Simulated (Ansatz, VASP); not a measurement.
## Two plane-wave programs on Li

```xyz
2
Lattice="0.0000 -2.0886 -2.0886 0.0000 2.0886 -2.0886 4.1772 0.0000 0.0000" Properties=species:S:1:pos:R:3 pbc="T T T"
Li    2.0886   -0.2550   -2.0886
Li    0.0000    0.2550    0.0000
```

Change from the starting cell: mode 4 frozen in at -0.255 Å, equal normal strain along x, y and z +0.0000.

Alike in both runs: task single point; functional PBE; dispersion D3(BJ); k mesh 16 × 16 × 12; occupations gaussian, width 0.15 eV; no spin polarisation.

```csv
,VASP,Ansatz
version,VASP 6.6.1,Ansatz 0.2.0
potentials or method,"VASP PAW PBE potentials, release 64 (Li_sv), cutoff 520 eV","scalar-relativistic, plane waves, PAW"
valence electrons in the cell,6,6
```

|  | VASP | Ansatz | Ansatz less VASP |
| --- | --- | --- | --- |
| gap on the k mesh at the Fermi level (eV) | none | none | - |
| rms of the force components (eV/Å) | 0.236 | 0.236 | -0.0001 |

Atom by atom the forces differ by 0.000 eV/Å (rms over components). A gap of «none» marks a metal or a gap that the smearing closes.

Noted on VASP's run: the cutoff is under 1.25 times that of the potentials, so the pressure is a little rough.
